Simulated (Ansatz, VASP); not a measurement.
## Two plane-wave programs on CaBr

```xyz
2
Lattice="3.8097 0.0000 0.0000 -1.9048 3.2993 0.0000 0.0000 0.0000 4.2220" Properties=species:S:1:pos:R:3 pbc="T T T"
Ca    0.0000    0.0000    0.0000
Br    0.0000    2.1995    2.1110
```

Alike in both runs: task single point; functional PBE; k mesh 9 × 9 × 7; occupations fermi-dirac, width 0.05 eV; no spin polarisation.

|  | VASP | Ansatz |
| --- | --- | --- |
| version | VASP 6.6.1 | Ansatz 0.2.0 |
| potentials or method | VASP PAW PBE potentials, release 64 (Ca_sv, Br), cutoff 520 eV | plane waves, PAW |
| valence electrons in the cell | 17 | 17 |

```tsv
	VASP	Ansatz	Ansatz less VASP
pressure (GPa)	2.6	2.5	-0.09
```
